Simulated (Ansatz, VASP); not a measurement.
This is a calculation of WS for VASP 6.6.1.

File INCAR:

```
SYSTEM = WS
PREC = Accurate
ENCUT = 520
EDIFF = 1E-6
ISMEAR = -1
SIGMA = 0.05
LREAL = .False.
LASPH = .True.
NELM = 60
ALGO = Normal
ISIF = 2
LWAVE = .False.
LCHARG = .False.
GGA = PE
NBANDS = 17
```

File KPOINTS:

```
regular mesh
0
Gamma
  9 9 9
  0 0 0
```

File POSCAR:

```
WS
1.0
    3.0078900000      0.0000000000      0.0000000000
    0.0000000000      3.0078900000      0.0000000000
    0.0000000000      0.0000000000      3.0078900000
W S
1 1
Direct
    0.5000000000      0.5000000000      0.5000000000
    0.0000000000      0.0000000000      0.0000000000
```

Potentials or basis: VASP PAW PBE potentials, release 64 (W_sv, S).

The run is started by

```console
$ cat potpaw_PBE.64/W_sv/POTCAR potpaw_PBE.64/S/POTCAR > POTCAR
$ mpirun -np 1 vasp_std > vasp.out
```

Q: Set up the same calculation for Ansatz 0.2.0. Potentials there: Ansatz PAW.

A: As run (the cutoff follows the program's own potentials):

Contents of input.yaml:

```yaml
crystal:
  lattice:
    - [3.00789, 0.0, 0.0]
    - [0.0, 3.00789, 0.0]
    - [0.0, 0.0, 3.00789]
  atoms:
    - { symbol: W, position: [0.5, 0.5, 0.5] }
    - { symbol: S, position: [0.0, 0.0, 0.0] }
hamiltonian:
  xc: pbe
  pseudopotentials: { kind: paw }
kpoints:
  mp_grid: { grid: [9, 9, 9] }
scf:
  occupations: { method: fermi_dirac, width: 0.05 }
output:
  forces: true
  stress: true
  eigenvalues: true
```

Potentials or basis: Ansatz PAW.

The run is started by

```bash
$ ansatz run input.yaml --threads 1 --pin off --max-ram 3584MiB --backend cpu --events-out ev --progress --plain --runs-dir out
```

Both were run:

|  | VASP | Ansatz | Ansatz less VASP |
| --- | --- | --- | --- |
| gap on the k mesh at the Fermi level (eV) | none | none | - |
| pressure (GPa) | 0.8 | 0.4 | -0.41 |

A gap of «none» marks a metal or a gap that the smearing closes.

Neither program's run includes spin-orbit coupling.
